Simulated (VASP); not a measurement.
# SiC (Moissanite) (P6_3mc) in VASP: a series of runs

SiC (Moissanite) is run at these levels: PBE; tasks: relaxation of cell and atoms.

Program: VASP 6.6.1. These are calculated values, not measurements. Logs are shortened: lines on timing, memory, paths and dates and some standing lists are left out, and cuts for length are marked.

## 1. The cell of the first run

Symmetry: P6_3mc, No. 186, hexagonal system. The conventional cell has a = 3.076 Å, b = 3.076 Å, c = 5.048 Å, α = 90.00°, β = 90.00°, γ = 120.00°. Within 2.5 Å of Si (site symmetry 3m) lie 4 C at 1.87 to 1.94 Å. C (site symmetry 3m) has 4 Si at 1.87 to 1.94 Å within 2.5 Å.

## 2. Relaxation of cell and atoms, PBE

The input, INCAR:

```
SYSTEM = SiC
PREC = Accurate
ENCUT = 600
EDIFF = 1E-7
ISMEAR = 0
SIGMA = 0.01
LREAL = .False.
LASPH = .True.
NELM = 120
ALGO = Normal
ISIF = 3
LWAVE = .False.
LCHARG = .False.
GGA = PE
IBRION = 2
NSW = 80
EDIFFG = -0.03
GGA_COMPAT = .False.
NELMIN = 4
```

The input, KPOINTS:

```
regular mesh
0
Gamma
  8 8 5
  0 0 0
```

The input, POSCAR:

```
SiC
1.0
    3.0760000000      0.0000000000      0.0000000000
   -1.5380000000      2.6638940000      0.0000000000
    0.0000000000      0.0000000000      5.0480000000
Si C
2 2
Direct
    0.3333333333      0.6666666667      0.0000000000
    0.6666666667      0.3333333333      0.5000000000
    0.3333333333      0.6666666667      0.3850000000
    0.6666666667      0.3333333333      0.8850000000
```

Potentials or basis: VASP PAW PBE potentials, release 64 (Si, C).

Command:

```console
$ cat potpaw_PBE.64/Si/POTCAR potpaw_PBE.64/C/POTCAR > POTCAR
$ mpirun -np 1 vasp_std > vasp.out
```

OUTCAR:

```text
SYSTEM = SiC
   PREC = Accurate
   ENCUT = 600
   EDIFF = 1E-7
   ISMEAR = 0
   LREAL = .False.
   LASPH = .True.
   NELM = 120
   ISIF = 3
   GGA = PE
   IBRION = 2
   NSW = 80
   EDIFFG = -0.03
   NELMIN = 4

 ion  position               nearest neighbor table
   1  0.333  0.667  0.000-   4 1.87   4 1.87   4 1.87   3 1.94   2 3.09   2 3.09   2 3.09   2 3.09
                             2 3.09   2 3.09
   2  0.667  0.333  0.500-   3 1.87   3 1.87   3 1.87   4 1.94   1 3.09   1 3.09   1 3.09   1 3.09
                             1 3.09   1 3.09
   3  0.333  0.667  0.385-   2 1.87   2 1.87   2 1.87   1 1.94
   4  0.667  0.333  0.885-   1 1.87   1 1.87   1 1.87   2 1.94

  LATTYP: Found a hexagonal cell.
 ALAT       =     3.0760000000
 C/A-ratio  =     1.6410923277

  Lattice vectors:

 A1 = (   3.0760000000,   0.0000000000,   0.0000000000)
 A2 = (  -1.5380000000,   2.6638940000,   0.0000000000)
 A3 = (   0.0000000000,   0.0000000000,   5.0480000000)

Analysis of symmetry for initial positions (statically):
=====================================================================
 Subroutine PRICEL returns:
 Original cell was already a primitive cell.

 Routine SETGRP: Setting up the symmetry group for a
 hexagonal supercell.

 Subroutine GETGRP returns: Found 12 space group operations
 (whereof  6 operations were pure point group operations)
 out of a pool of 24 trial point group operations.

The static configuration has the point symmetry C_3v.
 The point group associated with its full space group is C_6v.

Analysis of symmetry for dynamics (positions and initial velocities):
=====================================================================
 Subroutine PRICEL returns:
 Original cell was already a primitive cell.

 Routine SETGRP: Setting up the symmetry group for a
 hexagonal supercell.

 Subroutine GETGRP returns: Found 12 space group operations
 (whereof  6 operations were pure point group operations)
 out of a pool of 24 trial point group operations.

The dynamic configuration has the point symmetry C_3v.
 The point group associated with its full space group is C_6v.

 Subroutine INISYM returns: Found 12 space group operations
 (whereof  6 operations are pure point group operations),
 and found     1 'primitive' translations

----------------------------------------------------------------------------------------

                                     Primitive cell

  volume of cell :      41.3640

  direct lattice vectors                    reciprocal lattice vectors
     3.076000000  0.000000000  0.000000000     0.325097529  0.187695156  0.000000000
    -1.538000000  2.663894000  0.000000000     0.000000000  0.375390312  0.000000000
     0.000000000  0.000000000  5.048000000     0.000000000  0.000000000  0.198098257

  length of vectors
     3.076000000  3.075999877  5.048000000     0.375390297  0.375390312  0.198098257

  position of ions in fractional coordinates (direct lattice)
     0.333333333  0.666666667  0.000000000
     0.666666667  0.333333333  0.500000000
     0.333333333  0.666666667  0.385000000
     0.666666667  0.333333333  0.885000000

  ion indices of the primitive-cell ions
   primitive index   ion index
                 1           1
                 2           2
                 3           3
                 4           4

----------------------------------------------------------------------------------------

 KPOINTS: regular mesh

Automatic generation of k-mesh.
 Grid dimensions read from file:
 generate k-points for:    8    8    5

 Generating k-lattice:

  Cartesian coordinates                     Fractional coordinates (reciprocal lattice)
     0.040637191  0.023461895  0.000000000     0.125000000  0.000000000  0.000000000
     0.000000000  0.046923789  0.000000000     0.000000000  0.125000000  0.000000000
     0.000000000  0.000000000  0.039619651     0.000000000  0.000000000  0.200000000

  Length of vectors
     0.046923787  0.046923789  0.039619651

  Shift w.r.t. Gamma in fractional coordinates (k-lattice)
     0.000000000  0.000000000  0.000000000

 Subroutine IBZKPT returns following result:
 ===========================================

 Found     30 irreducible k-points:

 Following reciprocal coordinates:
            Coordinates               Weight
  0.000000  0.000000  0.000000      1.000000
  0.125000  0.000000  0.000000      6.000000
  0.250000  0.000000  0.000000      6.000000
  0.375000  0.000000  0.000000      6.000000
  0.500000  0.000000  0.000000      3.000000
  0.125000  0.125000  0.000000      6.000000
[... 16 lines left out ...]
  0.250000  0.000000  0.400000     12.000000
  0.375000  0.000000  0.400000     12.000000
 [... further k-points ...]
   k-points           NKPTS =     30   k-points in BZ     NKDIM =     30   number of bands    NBANDS=     12
   number of dos      NEDOS =    301   number of ions     NIONS =      4
   total plane-waves  NPLWV =  31360
   dimension x,y,z NGX =    28 NGY =   28 NGZ =   40
   dimension x,y,z NGXF=    56 NGYF=   56 NGZF=   80
   ions per type =               2   2
   NGX,Y,Z   is equivalent  to a cutoff of  15.13, 15.13, 13.17 a.u.
   NGXF,Y,Z  is equivalent  to a cutoff of  30.27, 30.27, 26.35 a.u.
 SYSTEM =  SiC
   PREC   = accura    normal or accurate (medium, high low for compatibility)
   ISTART =      0    job   : 0-new  1-cont  2-samecut
   ICHARG =      2    charge: 1-file 2-atom 10-const
   ISPIN  =      1    spin polarized calculation?
   LNONCOLLINEAR =      F non collinear calculations
   LSORBIT =      F    spin-orbit coupling
   LASPH  =      T    aspherical Exc in radial PAW
   ENCUT  =  600.0 eV  44.10 Ry    6.64 a.u.   6.14  6.14 10.08*2*pi/ulx,y,z
   NELM   =    120;   NELMIN=  4; NELMDL= -5     # of ELM steps
   EDIFF  = 0.1E-06   stopping-criterion for ELM
   LREAL  =      F    real-space projection
   EDIFFG = -.3E-01   stopping-criterion for IOM
   NSW    =     80    number of steps for IOM
   IBRION =      2    ionic relax: 0-MD 1-quasi-New 2-CG
   NFREE  =      1    steps in history (QN), initial steepest desc. (CG)
   ISIF   =      3    stress and relaxation
   ISYM   =      2    0-nonsym 1-usesym 2-fastsym
   POTIM  = 0.5000    time-step for ionic-motion
   TEBEG  =    0.0;   TEEND  =   0.0 temperature during run
   PSTRESS=    0.0 pullay stress
   NELECT =      16.0000    total number of electrons
   NUPDOWN=      -1.0000    fix difference up-down
   EMIN   =  10.00;   EMAX   =-10.00  energy-range for DOS
   EFERMI =   0.00;   METHOD = LEGACY
   ISMEAR =     0;   SIGMA  =   0.01  broadening in eV -4-tet -1-fermi 0-gaus
   EFERMI_NEDOS =   21; number of points for ismear=-14 and -15
   IALGO  =     38    algorithm
   IMIX   =      4    mixing-type and parameters
     AMIX     =   0.40;   BMIX     =  1.00
     AMIX_MAG =   1.60;   BMIX_MAG =  1.00
  volume/ion in A,a.u.               =      10.34        69.78
  Fermi-wavevector in a.u.,A,eV,Ry     =   1.192817  2.254098 19.358550  1.422813
  Thomas-Fermi vector in A             =   2.328847
   LORBIT       =      0    0 simple, 1 ext, 2 COOP (PROOUT), +10 PAW based schemes
   GGA     = PE    functional components
   LHFCALC =     F    Hartree Fock is set to
   AEXX    =    0.0000 exact exchange contribution
   IVDW    =     0    specifies the selected vdW correction
   LEPSILON=     F    determine dielectric tensor
   LRPA    =     F    only Hartree local field effects (RPA)
 conjugate gradient relaxation of ions
 non-spin polarized calculation
 Gauss-broadening in eV      SIGMA  =   0.01
  energy-cutoff  :      600.00
  volume of cell :       41.36
 maximum number of plane-waves:      1393
 NGX is ok and might be reduce to    28
   NGX = 13   NGY = 13   NGZ = 21

--------------------------------------- Ionic step        1  -------------------------------------------

 number of electron      16.0000001 magnetization

 Free energy of the ion-electron system (eV)
  ---------------------------------------------------
  ext. energy  EPLUGINS =         0.00000000
  ---------------------------------------------------
  free energy    TOTEN  =       -30.06895716 eV

  energy without entropy =      -30.06895716  energy(sigma->0) =      -30.06895716

------------------------ aborting loop because EDIFF is reached ----------------------------------------

  FORCE on cell =-STRESS in cart. coord.  units (eV):
  Direction    XX          YY          ZZ          XY          YZ          ZX
  --------------------------------------------------------------------------------------
  -------------------------------------------------------------------------------------
  Total        1.3210040      1.3210038      0.0677879      0.0000000      0.0000000      0.0000000
  in kB       51.1672514     51.1672459      2.6256707      0.0000000      0.0000000      0.0000000
  external PRESSURE =      34.9867227 kB  Pullay stress =       0.0000000 kB
[... 99 lines left out ...]
  energy  without entropy=      -30.1080447641  energy(sigma->0) =      -30.10804476

--------------------------------------- Ionic step        4  -------------------------------------------

 number of electron      16.0000000 magnetization

 Free energy of the ion-electron system (eV)
  ---------------------------------------------------
  ext. energy  EPLUGINS =         0.00000000
  ---------------------------------------------------
  free energy    TOTEN  =       -30.11105710 eV

  energy without entropy =      -30.11105710  energy(sigma->0) =      -30.11105710

 E-fermi :   8.2170     XC(G=0): -11.2872

 val. band max:        8.1018777407   @ k =   0.0000   0.0000   0.0000
 cond. band min:      10.6362226669   @ k =   0.3750   0.2500   0.0000
 fundamental gap:      2.5343449262
 Fermi energy:         8.2169962791

 k-point     1 :       0.0000    0.0000    0.0000
  band No.  band energies     occupation
      1      -7.3577      2.00000
      2      -3.8484      2.00000
      3      -0.5258      2.00000
      4       6.7944      2.00000
      5       6.7944      2.00000
      6       7.9728      2.00000
      7       8.1019      2.00000
      8       8.1019      2.00000
      9      12.7925      0.00000
     10      14.1415      0.00000
     11      14.6836      0.00000
     12      14.6836      0.00000
[... 331 lines left out ...]
 k-point    24 :       0.3750    0.0000    0.4000
  band No.  band energies     occupation
      1      -4.4008      2.00000
      2      -3.6153      2.00000
      3       0.7444      2.00000
      4       1.4997      2.00000
      5       4.6757      2.00000
      6       5.5840      2.00000
      7       6.1116      2.00000
      8       6.1911      2.00000
      9      11.2989      0.00000
     10      11.9954      0.00000
     11      13.6123      0.00000
     12      14.7113      0.00000

 [... further k-points ...]
[... 5 lines left out ...]
  --------------------------------------------------------------------------------------
  -------------------------------------------------------------------------------------
  Total        0.0367401      0.0367401     -0.0283785      0.0000000      0.0000000      0.0000000
  in kB        1.4026690      1.4026689     -1.0834381      0.0000000      0.0000000      0.0000000
  external PRESSURE =       0.5739666 kB  Pullay stress =       0.0000000 kB
[... 19 lines left out ...]
  FREE ENERGIE OF THE ION-ELECTRON SYSTEM (eV)
  ---------------------------------------------------
  free  energy   TOTEN  =       -30.1110570997 eV

  energy  without entropy=      -30.1110570997  energy(sigma->0) =      -30.11105710

 reached required accuracy - stopping structural energy minimisation
```

Wall time 85 s (1 thread of Intel Xeon 8259CL, shared host); peak memory 0.18 GiB.

Results:

| Property | Result |
| --- | --- |
| Free energy | -30.1111 eV |
| Relaxed volume | 10.49 Å³/atom |
| Relaxed cell | a = 3.090 Å, b = 3.090 Å, c = 5.075 Å, α = 90.00°, β = 90.00°, γ = 120.00° |
| Space group after relaxing (to 0.05 Å) | P6_3mc (No. 186) |
| Energy gained by relaxing | 10.5 meV/atom |
| Ionic steps | 4 |
| Pressure after relaxing | 0.1 GPa |
| Largest force after relaxing | 0.025 eV/Å |
| Band gap on the k mesh | 2.53 eV, indirect (least direct gap 3.95 eV) |

Forces on the atoms (eV/Å):
```
Si   0.000  0.000 -0.025
Si   0.000  0.000 -0.025
C    0.000  0.000  0.025
C    0.000  0.000  0.025
```

Step by step:
| step | energy change (eV) | largest force (eV/Å) | pressure (GPa) | volume (Å³) |
| --- | --- | --- | --- | --- |
| 1 | 0.0000 | 0.7519 | 3.50 | 41.36 |
| 2 | -0.0031 | 0.6268 | -3.42 | 42.73 |
| 3 | -0.0391 | 0.0836 | -0.45 | 42.06 |
| 4 | -0.0421 | 0.0252 | 0.06 | 41.97 |

Final structure:
```
Si C
1.0
     3.09001    0.00000    0.00000
    -1.54501    2.67603    0.00000
     0.00000    0.00000    5.07509
Si C
2 2
Direct
  0.33333 0.66667 0.00476
  0.66667 0.33333 0.50476
  0.33333 0.66667 0.38024
  0.66667 0.33333 0.88024
```

A k mesh can miss the band edges. Zero-point motion and thermal expansion aren't in these numbers.

(Part 1 of 2 ends here.)
